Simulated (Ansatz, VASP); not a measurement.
## BN: VASP beside Ansatz

```
CELL_PARAMETERS angstrom
2.68736 0.00000 0.00000
-1.34368 2.32732 0.00000
0.00000 0.00000 6.69232
ATOMIC_POSITIONS crystal
B 0.33333 0.66667 0.25000
B 0.66667 0.33333 0.75000
N 0.33333 0.66667 0.75000
N 0.66667 0.33333 0.25000
```

Alike in both runs: task single point; functional PBEsol; k mesh 12 × 12 × 4; occupations gaussian, width 0.05 eV; no spin polarisation.

|  | VASP | Ansatz |
| --- | --- | --- |
| version | VASP 6.6.1 | Ansatz 0.2.0 |
| potentials or method | VASP PAW PBE potentials, release 64 (B, N), cutoff 520 eV | scalar-relativistic, plane waves, PAW |
| valence electrons in the cell | 16 | 16 |

|  | VASP | Ansatz | Ansatz less VASP |
| --- | --- | --- | --- |
| gap on the k mesh at the Fermi level (eV) | 3.79 | 3.79 | +0.005 |
| least direct gap on the mesh (eV) | 4.05 | 4.05 | +0.003 |

VASP's potentials were made for PBE, not for PBEsol, and Ansatz warns of the same on its side.
